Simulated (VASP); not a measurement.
A run of VASP 6.6.1 is set up as follows.

Contents of INCAR:

```
PREC = Accurate
ENCUT = 520
EDIFF = 1E-6
ISMEAR = 0
SIGMA = 0.1
LREAL = False
LASPH = True
NELM = 60
ALGO = Normal
ISIF = 2
LWAVE = False
LCHARG = False
GGA = PS
NBANDS = 27
```

Contents of KPOINTS:

```
Automatic mesh
0
Gamma
  10 10 8
```

POSCAR

```
Si2Ni
1.0
    2.8574362941      2.8574362941      0.0000000000
   -2.8574362941      2.8574362941      0.0000000000
    0.0000000000      0.0000000000      5.0142266490
Si Ni
4 2
Direct
    0.0000000000      0.5000000000      0.7500000000
    0.5000000000      0.0000000000      0.7500000000
    0.5000000000      0.0000000000      0.2500000000
    0.0000000000      0.5000000000      0.2500000000
    0.0000000000      0.0000000000      0.0000000000
    0.5000000000      0.5000000000      0.5000000000
```

Potentials or basis: VASP PAW PBE potentials, release 64 (Si, Ni).

Run with:

```sh
$ cat potpaw_PBE.64/Si/POTCAR potpaw_PBE.64/Ni/POTCAR > POTCAR
$ mpirun -np 1 vasp_std > vasp.out
```

Q: What does it give for the pressure?

A: -6.2 GPa.

Q: Predict the band gap on the k mesh.

A: Zero (bands 18 and 19 overlap by 1.75 eV).

Stress tensor (GPa, compression positive):
```
-9.31  0.00  0.00
 0.00 -9.31  0.00
 0.00  0.00  0.09
```

Caveat: the cell differs from its parent crystal (biaxial strain in the a-b plane: +6.0 %, then relaxed in part); the cell stands under tension; the PAW data sets were made with another functional, which shifts forces and pressure a little. Spin polarisation is off, so any magnetic state and its effect on volume and gap are missing.
